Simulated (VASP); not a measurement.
# TeRu (F-43m) in VASP: notebook, part 2 of 2

VASP 6.6.1.

## 3. Single point, LDA+U, collinear spin, ferrimagnetic start

INCAR

```
PREC = Accurate
ENCUT = 520
EDIFF = 1E-6
ISMEAR = 0
SIGMA = 0.05
LREAL = F
LASPH = T
NELM = 150
ALGO = Normal
ISIF = 2
LWAVE = F
LCHARG = F
ISPIN = 2
MAGMOM = 2 -0.25
LORBIT = 11
LMAXMIX = 4
LDAU = T
LDAUTYPE = 2
LDAUL = 2 -1
LDAUU = 6 0
LDAUJ = 0 0
LDAUPRINT = 1
GGA = CA
NBANDS = 21
```

KPOINTS

```
regular mesh
0
Gamma
  5 5 5
```

POSCAR

```
TeRu
1.0
    0.0000000000      3.1139297200      3.1139297200
    3.1139297200      0.0000000000      3.1139297200
    3.1139297200      3.1139297200      0.0000000000
Ru Te
1 1
Direct
    0.0000000000      0.0000000000      0.0000000000
    0.2500000000      0.2500000000      0.2500000000
```

Potentials or basis: VASP PAW LDA potentials, release 64 (Ru_pv, Te).

Run with:

```bash
cat potpaw_LDA.64/Ru_pv/POTCAR potpaw_LDA.64/Te/POTCAR > POTCAR
mpirun -np 1 vasp_std > vasp.out
```

OUTCAR:

```text
PREC = Accurate
   ENCUT = 520
   EDIFF = 1E-6
   ISMEAR = 0
   LREAL = F
   LASPH = T
   NELM = 150
   ISIF = 2
   ISPIN = 2
   LORBIT = 11
   GGA = CA

 ion  position               nearest neighbor table
   1  0.000  0.000  0.000-   2 2.70   2 2.70   2 2.70   2 2.70
   2  0.250  0.250  0.250-   1 2.70   1 2.70   1 2.70   1 2.70

  LATTYP: Found a face centered cubic cell.
 ALAT       =     6.2278594400

  Lattice vectors:

 A1 = (   0.0000000000,   3.1139297200,   3.1139297200)
 A2 = (   3.1139297200,   0.0000000000,   3.1139297200)
 A3 = (   3.1139297200,   3.1139297200,   0.0000000000)

Analysis of symmetry for initial positions (statically):
=====================================================================
 Subroutine PRICEL returns:
 Original cell was already a primitive cell.

 Routine SETGRP: Setting up the symmetry group for a
 face centered cubic supercell.

 Subroutine GETGRP returns: Found 24 space group operations
 (whereof 24 operations were pure point group operations)
 out of a pool of 48 trial point group operations.

The static configuration has the point symmetry T_d .

Analysis of symmetry for dynamics (positions and initial velocities):
=====================================================================
 Subroutine PRICEL returns:
 Original cell was already a primitive cell.

 Routine SETGRP: Setting up the symmetry group for a
 face centered cubic supercell.

 Subroutine GETGRP returns: Found 24 space group operations
 (whereof 24 operations were pure point group operations)
 out of a pool of 48 trial point group operations.

The dynamic configuration has the point symmetry T_d .

Analysis of structural, dynamic, and magnetic symmetry:
=====================================================================
 Subroutine PRICEL returns:
 Original cell was already a primitive cell.

 Routine SETGRP: Setting up the symmetry group for a
 face centered cubic supercell.

 Subroutine GETGRP returns: Found 24 space group operations
 (whereof 24 operations were pure point group operations)
 out of a pool of 48 trial point group operations.

The overall configuration has the point symmetry T_d .

 Subroutine INISYM returns: Found 24 space group operations
 (whereof 24 operations are pure point group operations),
 and found     1 'primitive' translations

----------------------------------------------------------------------------------------

                                     Primitive cell

  volume of cell :      60.3888

  direct lattice vectors                    reciprocal lattice vectors
     0.000000000  3.113929720  3.113929720    -0.160568813  0.160568813  0.160568813
     3.113929720  0.000000000  3.113929720     0.160568813 -0.160568813  0.160568813
[... 107 lines left out ...]
  energy-cutoff  :      520.00
  volume of cell :       60.39
 maximum number of plane-waves:      1642
 NGX is ok and might be reduce to    36
   NGX = 17   NGY = 17   NGZ = 17

atom =   1  type =  1  l = 2

 onsite density matrix

spin component  1

  0.8039 -0.0000 -0.0000  0.0000 -0.0000
 -0.0000  0.8039 -0.0000 -0.0000  0.0000
 -0.0000 -0.0000  0.8437 -0.0000 -0.0000
  0.0000 -0.0000 -0.0000  0.8039 -0.0000
 -0.0000  0.0000 -0.0000 -0.0000  0.8437

spin component  2

  0.1205 -0.0000 -0.0000 -0.0000  0.0000
 -0.0000  0.1205  0.0000 -0.0000  0.0000
 -0.0000  0.0000  0.8429 -0.0000 -0.0000
 -0.0000 -0.0000 -0.0000  0.1205 -0.0000
  0.0000  0.0000 -0.0000 -0.0000  0.8429

 occupancies and eigenvectors

  o =  0.1205  v =  0.0000  0.0000  0.0000  0.0000  0.0000  0.9998  0.0063  0.0000  0.0193 -0.0000      0.0000  0.0000  0.0000  0.0000  0.0000  0.0000  0.0000  0.0000  0.0000  0.0000
  o =  0.1205  v =  0.0000  0.0000  0.0000  0.0000  0.0000  0.0203 -0.2564  0.0000 -0.9664 -0.0000      0.0000  0.0000  0.0000  0.0000  0.0000  0.0000  0.0000  0.0000  0.0000  0.0000
  o =  0.1205  v =  0.0000  0.0000  0.0000  0.0000  0.0000  0.0011 -0.9665 -0.0000  0.2565 -0.0000      0.0000  0.0000  0.0000  0.0000  0.0000  0.0000  0.0000  0.0000  0.0000  0.0000
  o =  0.8039  v =  1.0000  0.0000  0.0000  0.0000  0.0000  0.0000  0.0000  0.0000  0.0000  0.0000      0.0000  0.0000  0.0000  0.0000  0.0000  0.0000  0.0000  0.0000  0.0000  0.0000
  o =  0.8039  v =  0.0000  0.2809 -0.0000 -0.9597 -0.0000  0.0000  0.0000  0.0000  0.0000  0.0000      0.0000  0.0000  0.0000  0.0000  0.0000  0.0000  0.0000  0.0000  0.0000  0.0000
  o =  0.8039  v =  0.0000 -0.9597  0.0000 -0.2809  0.0000  0.0000  0.0000  0.0000  0.0000  0.0000      0.0000  0.0000  0.0000  0.0000  0.0000  0.0000  0.0000  0.0000  0.0000  0.0000
  o =  0.8429  v =  0.0000  0.0000  0.0000  0.0000  0.0000 -0.0000 -0.0000  0.9973  0.0000 -0.0729      0.0000  0.0000  0.0000  0.0000  0.0000  0.0000  0.0000  0.0000  0.0000  0.0000
  o =  0.8429  v =  0.0000  0.0000  0.0000  0.0000  0.0000  0.0000 -0.0000  0.0729 -0.0000  0.9973      0.0000  0.0000  0.0000  0.0000  0.0000  0.0000  0.0000  0.0000  0.0000  0.0000
  o =  0.8437  v =  0.0000 -0.0000 -0.9759  0.0000 -0.2182  0.0000  0.0000  0.0000  0.0000  0.0000      0.0000  0.0000  0.0000  0.0000  0.0000  0.0000  0.0000  0.0000  0.0000  0.0000
  o =  0.8437  v =  0.0000 -0.0000 -0.2182 -0.0000  0.9759  0.0000  0.0000  0.0000  0.0000  0.0000      0.0000  0.0000  0.0000  0.0000  0.0000  0.0000  0.0000  0.0000  0.0000  0.0000

 number of electron      20.0000002 magnetization       2.0007033

 Free energy of the ion-electron system (eV)
  ---------------------------------------------------
  ext. energy  EPLUGINS =         0.00000000
  ---------------------------------------------------
  free energy    TOTEN  =        -7.17098491 eV

  energy without entropy =       -7.16682070  energy(sigma->0) =       -7.16890280

 E-fermi :   4.8522     XC(G=0):  -9.5432

 val. band max:        4.7092202464   @ k =   0.2000   0.0000   0.0000
 cond. band min:       4.8673982713   @ k =   0.4000   0.2000   0.0000
 fundamental gap:      0.1581780249
 Fermi energy:         4.8521788582

 spin component 1

 k-point     1 :       0.0000    0.0000    0.0000
  band No.  band energies     occupation
      1     -37.3418      1.00000
      2     -37.3418      1.00000
      3     -37.3418      1.00000
      4      -6.8278      1.00000
      5       0.1172      1.00000
      6       0.1173      1.00000
[... 229 lines left out ...]
     20      17.5228      0.00000
     21      18.7490      0.00000
 Fermi energy:         4.8521788582

 spin component 2

 k-point     1 :       0.0000    0.0000    0.0000
  band No.  band energies     occupation
      1     -35.9689      1.00000
      2     -35.9689      1.00000
      3     -35.9689      1.00000
      4      -6.8960      1.00000
      5       2.5474      1.00000
      6       2.5475      1.00000
[... 229 lines left out ...]
     20      18.1480      0.00000
     21      19.1770      0.00000

------------------------ aborting loop because EDIFF is reached ----------------------------------------

  FORCE on cell =-STRESS in cart. coord.  units (eV):
  Direction    XX          YY          ZZ          XY          YZ          ZX
  --------------------------------------------------------------------------------------
  -------------------------------------------------------------------------------------
  Total       -1.1148939     -1.1148939     -1.1148939      0.0000000     -0.0000000      0.0000000
  in kB      -29.5792870    -29.5792870    -29.5792870      0.0000000     -0.0000000      0.0000000
  external PRESSURE =     -29.5792870 kB  Pullay stress =       0.0000000 kB

 VOLUME and BASIS-vectors are now :
 -----------------------------------------------------------------------------
  energy-cutoff  :      520.00
  volume of cell :       60.39
      direct lattice vectors                 reciprocal lattice vectors
     0.000000000  3.113929720  3.113929720    -0.160568813  0.160568813  0.160568813
     3.113929720  0.000000000  3.113929720     0.160568813 -0.160568813  0.160568813
     3.113929720  3.113929720  0.000000000     0.160568813  0.160568813 -0.160568813

 POSITION                                       TOTAL-FORCE (eV/Angst)
 -----------------------------------------------------------------------------------
      0.00000      0.00000      0.00000        -0.000000     -0.000000     -0.000000
      1.55696      1.55696      1.55696         0.000000      0.000000      0.000000
 -----------------------------------------------------------------------------------
    total drift:                               -0.000000     -0.000000     -0.000000

  FREE ENERGIE OF THE ION-ELECTRON SYSTEM (eV)
  ---------------------------------------------------
  free  energy   TOTEN  =        -7.1709849103 eV

  energy  without entropy=       -7.1668206979  energy(sigma->0) =       -7.16890280

 total charge

# of ion       s       p       d       tot
------------------------------------------
    1        0.283   6.133   6.101  12.517
    2        1.360   2.002   0.057   3.419
--------------------------------------------------
tot          1.644   8.135   6.157  15.936

 magnetization (x)

# of ion       s       p       d       tot
------------------------------------------
    1        0.027   0.013   2.040   2.080
    2        0.003  -0.247   0.014  -0.229
--------------------------------------------------
tot          0.030  -0.233   2.054   1.851
```

OSZICAR:

```text
N       E                     dE             d eps       ncg     rms          rms(c)
DAV:   1     0.129646334703E+03    0.12965E+03   -0.98452E+03   928   0.806E+02
DAV:   2    -0.238095254168E+01   -0.13203E+03   -0.12688E+03   945   0.227E+02
DAV:   3    -0.595490165302E+01   -0.35739E+01   -0.35387E+01  1001   0.368E+01
DAV:   4    -0.600129392445E+01   -0.46392E-01   -0.46369E-01  1219   0.405E+00
DAV:   5    -0.600175075220E+01   -0.45683E-03   -0.45405E-03   993   0.306E-01    0.703E+00
DAV:   6    -0.638251043756E+01   -0.38076E+00   -0.96833E-01  1000   0.428E+00    0.453E+00
DAV:   7    -0.677821592452E+01   -0.39571E+00   -0.85962E-01   960   0.319E+00    0.328E+00
DAV:   8    -0.705902498163E+01   -0.28081E+00   -0.47409E-01   935   0.333E+00    0.171E+00
DAV:   9    -0.713624884628E+01   -0.77224E-01   -0.11390E-01   920   0.177E+00    0.101E+00
DAV:  10    -0.716556906035E+01   -0.29320E-01   -0.26043E-02   975   0.854E-01    0.338E-01
DAV:  11    -0.717026902631E+01   -0.47000E-02   -0.55755E-03   940   0.352E-01    0.183E-01
DAV:  12    -0.717064817565E+01   -0.37915E-03   -0.71521E-04   955   0.187E-01    0.119E-01
DAV:  13    -0.717092593470E+01   -0.27776E-03   -0.25429E-04   975   0.901E-02    0.392E-02
DAV:  14    -0.717098107208E+01   -0.55137E-04   -0.60064E-05   960   0.396E-02    0.104E-02
DAV:  15    -0.717098553452E+01   -0.44624E-05   -0.10469E-05   983   0.159E-02    0.553E-03
DAV:  16    -0.717098491035E+01    0.62417E-06   -0.11500E-06   575   0.491E-03
   1 F= -.71709849E+01 E0= -.71689028E+01  d E =-.416421E-02  mag=     2.0004
```

Run time: 25 s. Hardware: 1 thread of Intel Xeon Platinum 8375C at 2.90GHz (Ice Lake), shared host; peak memory 0.19 GiB.

What came out:

* Free energy: -7.1710 eV
* Pressure: -3.0 GPa
* Band gap on the k mesh: zero (filled and empty bands overlap)
* Net moment: 2.00 μB per cell
* Site moments: Ru +2.08; Te -0.23 μB
* Valence electrons inside the program's atomic spheres: Ru 12.52; Te 3.42

Eigenvalues of the final occupation matrices:
| site | spin | trace | eigenvalues |
| --- | --- | --- | --- |
| site 1 d | 1 | 4.10 | 0.80 0.80 0.80 0.84 0.84 |
| site 1 d | 2 | 2.05 | 0.12 0.12 0.12 0.84 0.84 |

Caveat: spin-orbit coupling is left out, which moves the levels of the heavy elements; the U is typed as a test and isn't derived for this compound. The state reached can hang on the start; a lower one may exist.
